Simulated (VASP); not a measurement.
Write the native input for VASP 6.6.1 that does the following.

```
Task                   : single point
Functional             : PBE
Potentials or basis    : VASP PAW PBE potentials, release 64 (Fe)
Cutoff                 : 520 eV
k mesh                 : 20 × 20 × 20
Occupations            : gaussian, width 0.1 eV
Spin                   : collinear spin, ferromagnetic start
Starting moments       : [2.44] μB
Dipole correction      : no
Further INCAR settings : ALGO = Fast; EDIFF = 1e-06; NBANDS = 14
```

The structure of Fe lies in POSCAR:

```
Fe
1.0
   -1.4298084803      1.4298084803      1.4298084803
    1.4298084803     -1.4298084803      1.4298084803
    1.4298084803      1.4298084803     -1.4298084803
Fe
1
Direct
    0.0000000000      0.0000000000      0.0000000000
```

This cell differs from its parent crystal: volume scaled by 1.03.

These files were run (other wordings do the same):

INCAR

```
  PREC = Accurate
  ENCUT = 520
  EDIFF = 1E-6
  ISMEAR = 0
  SIGMA = 0.1
  LREAL = F
  LASPH = T
  NELM = 150
  ALGO = Fast
  ISIF = 2
  LWAVE = F
  LCHARG = F
  ISPIN = 2
  MAGMOM = 2.44
  LORBIT = 11
  LMAXMIX = 4
  GGA = PE
  NBANDS = 14
```

KPOINTS

```
regular mesh
0
Gamma
  20 20 20
```

Potentials or basis: VASP PAW PBE potentials, release 64 (Fe).

The run is started by

```console
$ cat potpaw_PBE.64/Fe/POTCAR > POTCAR
$ mpirun -np 1 vasp_std > vasp.out
```

Results of the run:

```yaml
Pressure: -5.3 GPa
Net_moment: 2.25 μB per cell
Site_moments: Fe +2.25 μB
Valence_electrons_inside_the_program's_atomic_spheres: Fe 7.21
```

Run time: 2.8 min on 1 thread of AMD EPYC 7R13 (shared host), peak memory 0.14 GiB.
